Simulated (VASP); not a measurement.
# Pd (P6_3/mmc) in VASP: further runs, part 2 of 2

VASP 6.6.1.

## (3) Single point, PBE (14.75 Å³/atom)

This run uses another cell than the first one, of 14.75 Å³/atom.

INCAR reads:

```
ALGO = Normal
EDIFF = 1E-6
ENCUT = 520
GGA = PE
ISIF = 2
ISMEAR = -1
LASPH = True
LCHARG = True
LELF = True
LREAL = False
LVHAR = True
LWAVE = False
NBANDS = 17
NELM = 100
PREC = Accurate
SIGMA = 0.05
```

KPOINTS reads:

```
k-points
0
Gamma
  14 14 7
```

POSCAR reads:

```
Pd
1.0
    2.7364751659      0.0000000000      0.0000000000
   -1.3682375830      2.3698570105      0.0000000000
    0.0000000000      0.0000000000      4.5504220270
Pd
2
Direct
    0.6666666667      0.3333333333      0.7500000000
    0.3333333333      0.6666666667      0.2500000000
```

Potentials or basis: VASP PAW PBE potentials, release 64 (Pd).

Command:

```
> cat potpaw_PBE.64/Pd/POTCAR > POTCAR
> mpirun -np 1 vasp_std > vasp.out
```

OUTCAR:

```text
EDIFF = 1E-6
   ENCUT = 520
   GGA = PE
   ISIF = 2
   ISMEAR = -1
   LASPH = True
   LREAL = False
   NELM = 100
   PREC = Accurate

 ion  position               nearest neighbor table
   1  0.667  0.333  0.750-   2 2.77   2 2.77   2 2.77   2 2.77   2 2.77   2 2.77
   2  0.333  0.667  0.250-   1 2.77   1 2.77   1 2.77   1 2.77   1 2.77   1 2.77

  LATTYP: Found a hexagonal cell.
 ALAT       =     2.7364751659
 C/A-ratio  =     1.6628771508

  Lattice vectors:

 A1 = (   2.7364751659,   0.0000000000,   0.0000000000)
 A2 = (  -1.3682375830,   2.3698570105,   0.0000000000)
 A3 = (   0.0000000000,   0.0000000000,   4.5504220270)

Analysis of symmetry for initial positions (statically):
=====================================================================
 Subroutine PRICEL returns:
 Original cell was already a primitive cell.

 Routine SETGRP: Setting up the symmetry group for a
 hexagonal supercell.

 Subroutine GETGRP returns: Found 24 space group operations
 (whereof 12 operations were pure point group operations)
 out of a pool of 24 trial point group operations.

The static configuration has the point symmetry D_3d.
 The point group associated with its full space group is D_6h.

Analysis of symmetry for dynamics (positions and initial velocities):
=====================================================================
 Subroutine PRICEL returns:
 Original cell was already a primitive cell.

 Routine SETGRP: Setting up the symmetry group for a
 hexagonal supercell.

 Subroutine GETGRP returns: Found 24 space group operations
 (whereof 12 operations were pure point group operations)
 out of a pool of 24 trial point group operations.

The dynamic configuration has the point symmetry D_3d.
 The point group associated with its full space group is D_6h.

 Subroutine INISYM returns: Found 24 space group operations
[... 106 lines left out ...]
   TEBEG  =    0.0;   TEEND  =   0.0 temperature during run
   PSTRESS=    0.0 pullay stress
   NELECT =      20.0000    total number of electrons
   NUPDOWN=      -1.0000    fix difference up-down
   EMIN   =  10.00;   EMAX   =-10.00  energy-range for DOS
   EFERMI =   0.00;   METHOD = LEGACY
   ISMEAR =    -1;   SIGMA  =   0.05  broadening in eV -4-tet -1-fermi 0-gaus
   EFERMI_NEDOS =   21; number of points for ismear=-14 and -15
   IALGO  =     38    algorithm
   IMIX   =      4    mixing-type and parameters
     AMIX     =   0.40;   BMIX     =  1.00
     AMIX_MAG =   1.60;   BMIX_MAG =  1.00
  volume/ion in A,a.u.               =      14.75        99.57
  Fermi-wavevector in a.u.,A,eV,Ry     =   1.438014  2.717452 28.135265  2.067884
  Thomas-Fermi vector in A             =   2.557028
   LORBIT       =      0    0 simple, 1 ext, 2 COOP (PROOUT), +10 PAW based schemes
   GGA     = PE    functional components
   LHFCALC =     F    Hartree Fock is set to
   AEXX    =    0.0000 exact exchange contribution
   IVDW    =     0    specifies the selected vdW correction
   LEPSILON=     F    determine dielectric tensor
   LRPA    =     F    only Hartree local field effects (RPA)
 non-spin polarized calculation
  energy-cutoff  :      520.00
  volume of cell :       29.51
 maximum number of plane-waves:       807
   NGX = 11   NGY = 11   NGZ = 17

 number of electron      20.0000001 magnetization

 Free energy of the ion-electron system (eV)
  ---------------------------------------------------
  ext. energy  EPLUGINS =         0.00000000
  ---------------------------------------------------
  free energy    TOTEN  =       -10.35804020 eV

  energy without entropy =      -10.31439064  energy(sigma->0) =      -10.33621542

 E-fermi :   9.7762     XC(G=0): -13.1818

 val. band max:        9.7612470043   @ k =   0.2857  -0.0000   0.0000
 cond. band min:       9.7762197765   @ k =   0.4286   0.1429   0.1429
 fundamental gap:      0.0149727722
 Fermi energy:         9.7762186151

 k-point     1 :       0.0000    0.0000    0.0000
  band No.  band energies     occupation
      1       2.6403      2.00000
      2       4.4745      2.00000
      3       6.8383      2.00000
      4       7.0321      2.00000
      5       7.0321      2.00000
      6       7.3894      2.00000
[... 457 lines left out ...]
      4       6.4796      2.00000
      5       6.8166      2.00000
      6       6.9682      2.00000
[... 9 lines left out ...]
     16      23.7049      0.00000
     17      23.8420      0.00000

 [... further k-points ...]
[... 5 lines left out ...]
  --------------------------------------------------------------------------------------
  -------------------------------------------------------------------------------------
  Total        1.3565481      1.3565481      1.4822075     -0.0000000      0.0000000      0.0000000
  in kB       73.6513032     73.6513032     80.4737517     -0.0000000      0.0000000      0.0000000
  external PRESSURE =      75.9254527 kB  Pullay stress =       0.0000000 kB

 VOLUME and BASIS-vectors are now :
 -----------------------------------------------------------------------------
  energy-cutoff  :      520.00
  volume of cell :       29.51
      direct lattice vectors                 reciprocal lattice vectors
     2.736475166  0.000000000  0.000000000     0.365433611  0.210983193  0.000000000
    -1.368237583  2.369857011  0.000000000     0.000000000  0.421966387  0.000000000
     0.000000000  0.000000000  4.550422027     0.000000000  0.000000000  0.219759836

 POSITION                                       TOTAL-FORCE (eV/Angst)
 -----------------------------------------------------------------------------------
      1.36824      0.78995      3.41282        -0.000000      0.000000      0.000000
     -0.00000      1.57990      1.13761         0.000000     -0.000000      0.000000
 -----------------------------------------------------------------------------------
    total drift:                               -0.000000      0.000000     -0.000000

  FREE ENERGIE OF THE ION-ELECTRON SYSTEM (eV)
  ---------------------------------------------------
  free  energy   TOTEN  =       -10.3580402046 eV

  energy  without entropy=      -10.3143906352  energy(sigma->0) =      -10.33621542
```

OSZICAR:

```text
N       E                     dE             d eps       ncg     rms          rms(c)
DAV:   1     0.109240404889E+03    0.10924E+03   -0.10590E+04  3264   0.117E+03
DAV:   2    -0.915201007217E+01   -0.11839E+03   -0.11216E+03  3406   0.256E+02
DAV:   3    -0.108930294349E+02   -0.17410E+01   -0.17274E+01  3972   0.346E+01
DAV:   4    -0.109035992324E+02   -0.10570E-01   -0.10569E-01  3874   0.258E+00
DAV:   5    -0.109037593351E+02   -0.16010E-03   -0.16010E-03  4004   0.340E-01    0.111E+01
DAV:   6    -0.103880157325E+02    0.51574E+00   -0.10638E+00  3507   0.108E+01    0.547E+00
DAV:   7    -0.103641292294E+02    0.23887E-01   -0.15059E-02  3926   0.114E+00    0.258E+00
DAV:   8    -0.103580488536E+02    0.60804E-02   -0.25307E-03  3576   0.383E-01    0.117E-01
DAV:   9    -0.103580315296E+02    0.17324E-04   -0.47181E-05  3961   0.632E-02    0.267E-02
DAV:  10    -0.103580413562E+02   -0.98265E-05   -0.54133E-06  3820   0.191E-02    0.113E-02
DAV:  11    -0.103580401067E+02    0.12494E-05   -0.18883E-07  2041   0.447E-03    0.111E-03
DAV:  12    -0.103580402046E+02   -0.97835E-07   -0.21231E-08  1748   0.109E-03
   1 F= -.10358040E+02 E0= -.10336215E+02  d E =-.436496E-01
```

Wall time 42 s (1 thread of Intel Xeon 8259CL, shared host); peak memory 0.17 GiB.

Results:

```yaml
Free_energy: -10.3580 eV
Pressure: 7.6 GPa
Band_gap_on_the_k_mesh: zero (bands 10 and 11 overlap by 0.80 eV)
```

Levels at points of the mesh, in eV from the Fermi level:
| k point | band 7 | band 8 | band 9 | band 10 | band 11 | band 12 | band 13 | band 14 |
| --- | --- | --- | --- | --- | --- | --- | --- | --- |
| (0.00, 0.00, 0.00) | -2.39 | -1.69 | -1.69 | -0.24 | -0.24 | 0.87 | 7.04 | 17.15 |
| (0.50, 0.00, 0.00) | -1.78 | 0.01 | 0.04 | 0.21 | 2.62 | 4.59 | 9.74 | 10.01 |

Caveat: the cell stands under pressure.

## (4) Single point, PBE

This run uses another cell than the first one, of 15.53 Å³/atom.

INCAR reads:

```
SYSTEM = Pd
PREC = Accurate ; ENCUT = 520
EDIFF = 1E-6 ; ISMEAR = -1
SIGMA = 0.05 ; LREAL = .FALSE.
LASPH = .TRUE. ; NELM = 100
ALGO = Normal ; ISIF = 2
LWAVE = .FALSE. ; LCHARG = .FALSE.
GGA = PE ; NBANDS = 17
```

KPOINTS reads:

```
regular mesh
0
G
  14 14 7
  0 0 0
```

POSCAR reads:

```
Pd
1.0
    2.7836650458      0.0000000000      0.0000000000
   -1.3918325229      2.4107246453      0.0000000000
    0.0000000000      0.0000000000      4.6288930000
Pd
2
Direct
    0.6666666667      0.3333333333      0.7500000000
    0.3333333333      0.6666666667      0.2500000000
```

Command:

```
> cat potpaw_PBE.64/Pd/POTCAR > POTCAR
> mpirun -np 1 vasp_std > vasp.out
```

Run time: 46 s. Hardware: 1 thread of Intel Xeon 8259CL, shared host; peak memory 0.18 GiB.

Results (log left out):

```yaml
Free_energy: -10.3852 eV
Pressure: -1.7 GPa
Band_gap_on_the_k_mesh: zero (bands 10 and 11 overlap by 0.73 eV)
```

Stress tensor (GPa, compression positive):
```
-1.89  0.00  0.00
 0.00 -1.89  0.00
 0.00  0.00 -1.24
```

Levels at points of the mesh, in eV from the Fermi level:
```
           k point  band 8  band 9  band 10  band 11  band 12  band 13
(0.00, 0.00, 0.00)   -1.55   -1.55    -0.22    -0.22     0.99     6.66
(0.50, 0.00, 0.00)    0.01    0.03     0.18     2.54     4.40     9.41
```

## (5) Overview

| cell | gap on the mesh (eV) | pressure (GPa) |
| --- | --- | --- |
| a = 2.688, b = 2.688, c = 4.469 Å, angles 90.0, 90.0, 120.0°, 2 atoms | none | 20.4 |
| a = 2.736, b = 2.736, c = 4.550 Å, angles 90.0, 90.0, 120.0°, 2 atoms | none | 7.6 |
| a = 2.784, b = 2.784, c = 4.629 Å, angles 90.0, 90.0, 120.0°, 2 atoms | none | -1.7 |

Alike in all rows: task single point; level PBE; potentials or basis VASP PAW PBE potentials, release 64 (Pd); no spin polarisation; k mesh 14 × 14 × 7; cutoff (eV) 520; smearing fermi-dirac 0.05 eV.

Caveats: the cell stands under pressure (at least some runs).

Absolute energies hang on the potentials; compare differences alone.
